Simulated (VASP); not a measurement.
# Si3N4 (I-43d) in VASP: a series of runs

Si3N4 is run at these levels: PBE; tasks: relaxation of the atoms, single point, relaxation of cell and atoms.

Program: VASP 6.6.1. These are calculated values, not measurements. Logs are shortened: lines on timing, memory, paths and dates and some standing lists are left out, and cuts for length are marked.

**1. The cell of the first run**

Symmetry: I-43d, No. 220, cubic system. Conventional cell: a = 6.220 Å, b = 6.220 Å, c = 6.220 Å, α = 90.00°, β = 90.00°, γ = 90.00°. Si (site symmetry -4) has 4 N at 1.69 Å within 2.2 Å. Within 2.2 Å of N (site symmetry 3) lie 3 Si at 1.69 Å.

**2. Relaxation of the atoms, PBE (8.59 Å³/atom)**

Input file INCAR:

```
PREC     = Accurate       # precision mode
ENCUT    = 520            # plane-wave cutoff, eV
EDIFF    = 1E-7           # SCF threshold, eV
ISMEAR   = 0              # smearing method
SIGMA    = 0.02           # smearing width, eV
LREAL    = False          # projectors in reciprocal space
LASPH    = True           # aspherical terms in the spheres
NELM     = 80             # most SCF steps
ALGO     = Normal         # electronic algorithm
ISIF     = 2              # what is computed and relaxed
LWAVE    = False          # write WAVECAR
LCHARG   = False          # write CHGCAR
GGA      = PE             # functional
IBRION   = 2              # ionic algorithm
NSW      = 50             # ionic steps
EDIFFG   = -0.01          # ionic threshold
```

Input file KPOINTS:

```
regular mesh
0
Gamma
  6 6 6
```

Input file POSCAR:

```
Si3N4
1.0
   -3.1098275888      3.1098275888      3.1098275888
    3.1098275888     -3.1098275888      3.1098275888
    3.1098275888      3.1098275888     -3.1098275888
Si N
6 8
Direct
    0.2500000000      0.1250000000      0.8750000000
    0.8750000000      0.2500000000      0.1250000000
    0.7500000000      0.3750000000      0.6250000000
    0.6250000000      0.7500000000      0.3750000000
    0.1250000000      0.8750000000      0.2500000000
    0.3750000000      0.6250000000      0.7500000000
    0.5527978379      0.5527978379      0.5527978379
    0.4472021621      0.5000000000      0.0000000000
    0.5000000000      0.0000000000      0.9472021621
    0.0000000000      0.4472021621      0.5000000000
    0.9472021621      0.5000000000      0.0000000000
    0.0527978379      0.0527978379      0.0527978379
    0.0000000000      0.9472021621      0.5000000000
    0.5000000000      0.0000000000      0.4472021621
```

Potentials or basis: VASP PAW PBE potentials, release 64 (Si, N).

On the command line:

```sh
$ cat potpaw_PBE.64/Si/POTCAR potpaw_PBE.64/N/POTCAR > POTCAR
$ mpirun -np 1 vasp_std > vasp.out
```

OUTCAR:

```text
PREC = Accurate
   ENCUT = 520
   EDIFF = 1E-7
   ISMEAR = 0
   LREAL = False
   LASPH = True
   NELM = 80
   ISIF = 2
   GGA = PE
   IBRION = 2
   NSW = 50
   EDIFFG = -0.01

 ion  position               nearest neighbor table
   1  0.250  0.125  0.875-   8 1.69  12 1.69   9 1.69  13 1.69   6 2.91   2 2.91   4 2.91   2 2.91
                             5 2.91   5 2.91   6 2.91   4 2.91
   2  0.875  0.250  0.125-   9 1.69  11 1.69  10 1.69  12 1.69   5 2.91   5 2.91   6 2.91   1 2.91
                             3 2.91   3 2.91   1 2.91   6 2.91
   3  0.750  0.375  0.625-  10 1.69  14 1.69  11 1.69   7 1.69   6 2.91   6 2.91   5 2.91   2 2.91
                             4 2.91   2 2.91   4 2.91   5 2.91
   4  0.625  0.750  0.375-   7 1.69  13 1.69   8 1.69  14 1.69   6 2.91   1 2.91   3 2.91   3 2.91
                             5 2.91   6 2.91   1 2.91   5 2.91
   5  0.125  0.875  0.250-  11 1.69  12 1.69  13 1.69  14 1.69   1 2.91   1 2.91   2 2.91   4 2.91
                             2 2.91   3 2.91   4 2.91   3 2.91
   6  0.375  0.625  0.750-   7 1.69   8 1.69   9 1.69  10 1.69   4 2.91   1 2.91   3 2.91   4 2.91
                             1 2.91   3 2.91   2 2.91   2 2.91
   7  0.553  0.553  0.553-   4 1.69   6 1.69   3 1.69
   8  0.447  0.500  0.000-   1 1.69   6 1.69   4 1.69
   9  0.500  0.000  0.947-   2 1.69   6 1.69   1 1.69
  10  0.000  0.447  0.500-   3 1.69   6 1.69   2 1.69
  11  0.947  0.500  0.000-   2 1.69   5 1.69   3 1.69
  12  0.053  0.053  0.053-   1 1.69   5 1.69   2 1.69
  13  0.000  0.947  0.500-   4 1.69   5 1.69   1 1.69
  14  0.500  0.000  0.447-   3 1.69   5 1.69   4 1.69

  LATTYP: Found a body centered cubic cell.
 ALAT       =     6.2196551776

  Lattice vectors:

 A1 = (  -3.1098275888,   3.1098275888,   3.1098275888)
 A2 = (   3.1098275888,  -3.1098275888,   3.1098275888)
 A3 = (   3.1098275888,   3.1098275888,  -3.1098275888)

Analysis of symmetry for initial positions (statically):
=====================================================================
 Subroutine PRICEL returns:
 Original cell was already a primitive cell.

 Routine SETGRP: Setting up the symmetry group for a
 body centered cubic supercell.

 Subroutine GETGRP returns: Found 24 space group operations
 (whereof  3 operations were pure point group operations)
 out of a pool of 48 trial point group operations.

The static configuration has the point symmetry C_3 .
 The point group associated with its full space group is T_d .

Analysis of symmetry for dynamics (positions and initial velocities):
=====================================================================
 Subroutine PRICEL returns:
 Original cell was already a primitive cell.

 Routine SETGRP: Setting up the symmetry group for a
 body centered cubic supercell.

 Subroutine GETGRP returns: Found 24 space group operations
 (whereof  3 operations were pure point group operations)
 out of a pool of 48 trial point group operations.

The dynamic configuration has the point symmetry C_3 .
 The point group associated with its full space group is T_d .

 Subroutine INISYM returns: Found 24 space group operations
 (whereof  3 operations are pure point group operations),
 and found     1 'primitive' translations

----------------------------------------------------------------------------------------

                                     Primitive cell

  volume of cell :     120.3009

  direct lattice vectors                    reciprocal lattice vectors
    -3.109827589  3.109827589  3.109827589     0.000000000  0.160780617  0.160780617
     3.109827589 -3.109827589  3.109827589     0.160780617  0.000000000  0.160780617
     3.109827589  3.109827589 -3.109827589     0.160780617  0.160780617  0.000000000

  length of vectors
     5.386379387  5.386379387  5.386379387     0.227378130  0.227378130  0.227378130

  position of ions in fractional coordinates (direct lattice)
     0.250000000  0.125000000  0.875000000
     0.875000000  0.250000000  0.125000000
     0.750000000  0.375000000  0.625000000
     0.625000000  0.750000000  0.375000000
     0.125000000  0.875000000  0.250000000
     0.375000000  0.625000000  0.750000000
     0.552797838  0.552797838  0.552797838
     0.447202162  0.500000000  0.000000000
     0.500000000  0.000000000  0.947202162
     0.000000000  0.447202162  0.500000000
     0.947202162  0.500000000  0.000000000
     0.052797838  0.052797838  0.052797838
     0.000000000  0.947202162  0.500000000
     0.500000000  0.000000000  0.447202162

  ion indices of the primitive-cell ions
   primitive index   ion index
                 1           1
                 2           2
                 3           3
                 4           4
                 5           5
                 6           6
                 7           7
                 8           8
                 9           9
                10          10
                11          11
                12          12
                13          13
                14          14

----------------------------------------------------------------------------------------

 KPOINTS: regular mesh

Automatic generation of k-mesh.
 Grid dimensions read from file:
 generate k-points for:    6    6    6

 Generating k-lattice:

  Cartesian coordinates                     Fractional coordinates (reciprocal lattice)
     0.000000000  0.026796770  0.026796770     0.166666667  0.000000000  0.000000000
     0.026796770  0.000000000  0.026796770     0.000000000  0.166666667  0.000000000
     0.026796770  0.026796770  0.000000000     0.000000000  0.000000000  0.166666667

  Length of vectors
     0.037896355  0.037896355  0.037896355

  Shift w.r.t. Gamma in fractional coordinates (k-lattice)
     0.000000000  0.000000000  0.000000000

 Subroutine IBZKPT returns following result:
 ===========================================

 Found     16 irreducible k-points:

 Following reciprocal coordinates:
            Coordinates               Weight
  0.000000  0.000000  0.000000      1.000000
  0.166667  0.000000  0.000000     12.000000
  0.333333  0.000000  0.000000     12.000000
  0.500000  0.000000  0.000000      6.000000
  0.166667  0.166667  0.000000     24.000000
  0.333333  0.166667 -0.000000     48.000000
[... 8 lines left out ...]
  0.500000  0.500000  0.333333     12.000000
  0.500000  0.500000  0.500000      1.000000
   k-points           NKPTS =     16   k-points in BZ     NKDIM =     16   number of bands    NBANDS=     40
   number of dos      NEDOS =    301   number of ions     NIONS =     14
   total plane-waves  NPLWV =  64000
   dimension x,y,z NGX =    40 NGY =   40 NGZ =   40
   dimension x,y,z NGXF=    80 NGYF=   80 NGZF=   80
   ions per type =               6   8
   NGX,Y,Z   is equivalent  to a cutoff of  12.35, 12.35, 12.35 a.u.
   NGXF,Y,Z  is equivalent  to a cutoff of  24.69, 24.69, 24.69 a.u.
 SYSTEM =  unknown system
   PREC   = accura    normal or accurate (medium, high low for compatibility)
   ISTART =      0    job   : 0-new  1-cont  2-samecut
   ICHARG =      2    charge: 1-file 2-atom 10-const
   ISPIN  =      1    spin polarized calculation?
   LNONCOLLINEAR =      F non collinear calculations
   LSORBIT =      F    spin-orbit coupling
   LASPH  =      T    aspherical Exc in radial PAW
   ENCUT  =  520.0 eV  38.22 Ry    6.18 a.u.  10.02 10.02 10.02*2*pi/ulx,y,z
   NELM   =     80;   NELMIN=  2; NELMDL= -5     # of ELM steps
   EDIFF  = 0.1E-06   stopping-criterion for ELM
   LREAL  =      F    real-space projection
   EDIFFG = -.1E-01   stopping-criterion for IOM
   NSW    =     50    number of steps for IOM
   IBRION =      2    ionic relax: 0-MD 1-quasi-New 2-CG
   NFREE  =      1    steps in history (QN), initial steepest desc. (CG)
   ISIF   =      2    stress and relaxation
   ISYM   =      2    0-nonsym 1-usesym 2-fastsym
   POTIM  = 0.5000    time-step for ionic-motion
   TEBEG  =    0.0;   TEEND  =   0.0 temperature during run
   PSTRESS=    0.0 pullay stress
   NELECT =      64.0000    total number of electrons
   NUPDOWN=      -1.0000    fix difference up-down
   EMIN   =  10.00;   EMAX   =-10.00  energy-range for DOS
   EFERMI =   0.00;   METHOD = LEGACY
   ISMEAR =     0;   SIGMA  =   0.02  broadening in eV -4-tet -1-fermi 0-gaus
   EFERMI_NEDOS =   21; number of points for ismear=-14 and -15
   IALGO  =     38    algorithm
   IMIX   =      4    mixing-type and parameters
     AMIX     =   0.40;   BMIX     =  1.00
     AMIX_MAG =   1.60;   BMIX_MAG =  1.00
  volume/ion in A,a.u.               =       8.59        57.99
  Fermi-wavevector in a.u.,A,eV,Ry     =   1.326514  2.506748 23.941348  1.759639
  Thomas-Fermi vector in A             =   2.455895
   LORBIT       =      0    0 simple, 1 ext, 2 COOP (PROOUT), +10 PAW based schemes
   GGA     = PE    functional components
   LHFCALC =     F    Hartree Fock is set to
   AEXX    =    0.0000 exact exchange contribution
   IVDW    =     0    specifies the selected vdW correction
   LEPSILON=     F    determine dielectric tensor
   LRPA    =     F    only Hartree local field effects (RPA)
 conjugate gradient relaxation of ions
 non-spin polarized calculation
 Gauss-broadening in eV      SIGMA  =   0.02
  energy-cutoff  :      520.00
  volume of cell :      120.30
 maximum number of plane-waves:      3300
   NGX = 19   NGY = 19   NGZ = 19

--------------------------------------- Ionic step        1  -------------------------------------------

 number of electron      63.9999992 magnetization

 Free energy of the ion-electron system (eV)
  ---------------------------------------------------
  ext. energy  EPLUGINS =         0.00000000
  ---------------------------------------------------
  free energy    TOTEN  =      -111.29010720 eV

  energy without entropy =     -111.29010720  energy(sigma->0) =     -111.29010720

------------------------ aborting loop because EDIFF is reached ----------------------------------------

  FORCE on cell =-STRESS in cart. coord.  units (eV):
  Direction    XX          YY          ZZ          XY          YZ          ZX
  --------------------------------------------------------------------------------------
  -------------------------------------------------------------------------------------
  Total       30.5038734     30.5038734     30.5038734      0.0000000     -0.0000000     -0.0000000
  in kB      406.2530595    406.2530595    406.2530595      0.0000000     -0.0000000     -0.0000000
  external PRESSURE =     406.2530595 kB  Pullay stress =       0.0000000 kB
[... 129 lines left out ...]
  energy  without entropy=     -111.3029054723  energy(sigma->0) =     -111.30290547

--------------------------------------- Ionic step        4  -------------------------------------------

 number of electron      63.9999990 magnetization

 Free energy of the ion-electron system (eV)
  ---------------------------------------------------
  ext. energy  EPLUGINS =         0.00000000
  ---------------------------------------------------
  free energy    TOTEN  =      -111.30309868 eV

  energy without entropy =     -111.30309868  energy(sigma->0) =     -111.30309868

 E-fermi :   9.2664     XC(G=0): -11.9601

 val. band max:        9.1639433780   @ k =   0.0000   0.0000   0.0000
 cond. band min:      13.3392589772   @ k =  -0.1667   0.1667   0.1667
 fundamental gap:      4.1753155991
 Fermi energy:         9.2664492549

 k-point     1 :       0.0000    0.0000    0.0000
  band No.  band energies     occupation
      1      -9.9969      2.00000
      2      -6.6491      2.00000
      3      -6.6491      2.00000
      4      -6.6491      2.00000
      5      -6.1265      2.00000
      6      -6.1265      2.00000
[... 718 lines left out ...]
  FREE ENERGIE OF THE ION-ELECTRON SYSTEM (eV)
  ---------------------------------------------------
  free  energy   TOTEN  =      -111.3030986783 eV

  energy  without entropy=     -111.3030986783  energy(sigma->0) =     -111.30309868

 reached required accuracy - stopping structural energy minimisation
```

It took 87 s on 1 thread of Intel Xeon 6975P-C (Granite Rapids), shared host; peak memory 0.26 GiB.

What came out:

- Free energy: -111.3031 eV
- Energy gained by relaxing: 0.9 meV/atom
- Ionic steps: 4
- Pressure after relaxing: 39.4 GPa
- Band gap on the k mesh: 4.18 eV (least direct gap 4.39 eV)

Step by step:
```tsv
step	energy change (eV)	largest force (eV/Å)	pressure (GPa)
1	0.0000	0.1216	40.63
2	-0.0051	0.0949	40.37
3	-0.0128	0.0150	39.56
4	-0.0130	0.0001	39.41
```

Final structure:
```
CELL_PARAMETERS angstrom
-3.10983 3.10983 3.10983
3.10983 -3.10983 3.10983
3.10983 3.10983 -3.10983
ATOMIC_POSITIONS crystal
Si 0.25000 0.12500 0.87500
Si 0.87500 0.25000 0.12500
Si 0.75000 0.37500 0.62500
Si 0.62500 0.75000 0.37500
Si 0.12500 0.87500 0.25000
Si 0.37500 0.62500 0.75000
N 0.54783 0.54783 0.54783
N 0.45217 0.50000 0.00000
N 0.50000 0.00000 0.95217
N 0.00000 0.45217 0.50000
N 0.95217 0.50000 0.00000
N 0.04783 0.04783 0.04783
N 0.00000 0.95217 0.50000
N 0.50000 0.00000 0.45217
```

A k mesh can miss the band edges.

**3. Single point, PBE (10.74 Å³/atom)**

This run uses another cell than the first one, of 10.74 Å³/atom.

Input file INCAR:

```
SYSTEM = Si3N4
  ALGO = Normal
  EDIFF = 1E-6
  ENCUT = 520
  GGA = PE
  ISIF = 2
  ISMEAR = 0
  LASPH = .TRUE.
  LCHARG = .TRUE.
  LELF = .TRUE.
  LREAL = .FALSE.
  LVHAR = .TRUE.
  LWAVE = .FALSE.
  NBANDS = 45
  NELM = 80
  PREC = Accurate
  SIGMA = 0.02
```

Input file KPOINTS:

```
k-points
0
G
  6 6 6
  0 0 0
```

Input file POSCAR:

```
Si3N4
1.0
   -3.3499602187      3.3499602187      3.3499602187
    3.3499602187     -3.3499602187      3.3499602187
    3.3499602187      3.3499602187     -3.3499602187
Si N
6 8
Direct
    0.2500000000      0.1250000000      0.8750000000
    0.8750000000      0.2500000000      0.1250000000
    0.7500000000      0.3750000000      0.6250000000
    0.6250000000      0.7500000000      0.3750000000
    0.1250000000      0.8750000000      0.2500000000
    0.3750000000      0.6250000000      0.7500000000
    0.5685206878      0.5685206878      0.5685206878
    0.4314793122      0.5000000000      0.0000000000
    0.5000000000      0.0000000000      0.9314793122
    0.0000000000      0.4314793122      0.5000000000
    0.9314793122      0.5000000000      0.0000000000
    0.0685206878      0.0685206878      0.0685206878
    0.0000000000      0.9314793122      0.5000000000
    0.5000000000      0.0000000000      0.4314793122
```

Potentials or basis: VASP PAW PBE potentials, release 64 (Si, N).

On the command line:

```sh
$ cat potpaw_PBE.64/Si/POTCAR potpaw_PBE.64/N/POTCAR > POTCAR
$ mpirun -np 1 vasp_std > vasp.out
```

OUTCAR:

```text
SYSTEM = Si3N4
   EDIFF = 1E-6
   ENCUT = 520
   GGA = PE
   ISIF = 2
   ISMEAR = 0
   LASPH = .TRUE.
   LREAL = .FALSE.
   NELM = 80
   PREC = Accurate

 ion  position               nearest neighbor table
   1  0.250  0.125  0.875-   8 1.81   9 1.81  12 1.81  13 1.81   5 3.13   6 3.13   4 3.13   4 3.13
                             2 3.13   5 3.13   6 3.13   2 3.13
   2  0.875  0.250  0.125-   9 1.81  10 1.81  11 1.81  12 1.81   5 3.13   3 3.13   3 3.13   6 3.13
                             1 3.13   6 3.13   1 3.13   5 3.13
   3  0.750  0.375  0.625-   7 1.81  10 1.81  11 1.81  14 1.81   6 3.13   2 3.13   2 3.13   5 3.13
                             5 3.13   4 3.13   4 3.13   6 3.13
[... 990 lines left out ...]
      direct lattice vectors                 reciprocal lattice vectors
    -3.349960219  3.349960219  3.349960219     0.000000000  0.149255504  0.149255504
     3.349960219 -3.349960219  3.349960219     0.149255504  0.000000000  0.149255504
     3.349960219  3.349960219 -3.349960219     0.149255504  0.149255504  0.000000000

 POSITION                                       TOTAL-FORCE (eV/Angst)
 -----------------------------------------------------------------------------------
      2.51247      3.34996     -1.67498        -0.000000     -0.000000      0.000000
     -1.67498      2.51247      3.34996        -0.000000     -0.000000      0.000000
      0.83749      3.34996      1.67498        -0.000000     -0.000000     -0.000000
      1.67498      0.83749      3.34996        -0.000000     -0.000000      0.000000
      3.34996     -1.67498      2.51247        -0.000000     -0.000000     -0.000000
      3.34996      1.67498      0.83749        -0.000000     -0.000000      0.000000
      1.90452      1.90452      1.90452         0.001078      0.001078      0.001078
      0.22954     -0.22954      3.12042         0.001078     -0.001078     -0.001078
      1.44544      4.79540     -1.44544        -0.001078     -0.001078      0.001078
      3.12042      0.22954     -0.22954        -0.001078      0.001078     -0.001078
     -1.44544      1.44544      4.79540         0.001078     -0.001078     -0.001078
      0.22954      0.22954      0.22954         0.001078      0.001078      0.001078
      4.79540     -1.44544      1.44544        -0.001078      0.001078     -0.001078
     -0.22954      3.12042      0.22954        -0.001078     -0.001078      0.001078
 -----------------------------------------------------------------------------------
    total drift:                               -0.000000     -0.000000     -0.000000

  FREE ENERGIE OF THE ION-ELECTRON SYSTEM (eV)
  ---------------------------------------------------
  free  energy   TOTEN  =      -112.2191234584 eV

  energy  without entropy=     -112.2191234584  energy(sigma->0) =     -112.21912346
```

Run time: 3.2 min. Hardware: 1 thread of Intel Xeon Platinum 8259CL at 2.50GHz (Skylake/Cascade Lake), shared host; peak memory 0.34 GiB.

What came out:

| Property | Result |
| --- | --- |
| Free energy | -112.2191 eV |
| Pressure | -20.2 GPa |
| Band gap on the k mesh | 3.42 eV (least direct gap 3.50 eV) |

Caveat: the cell stands under tension. A k mesh can miss the band edges.

[end of part 1 of 2]
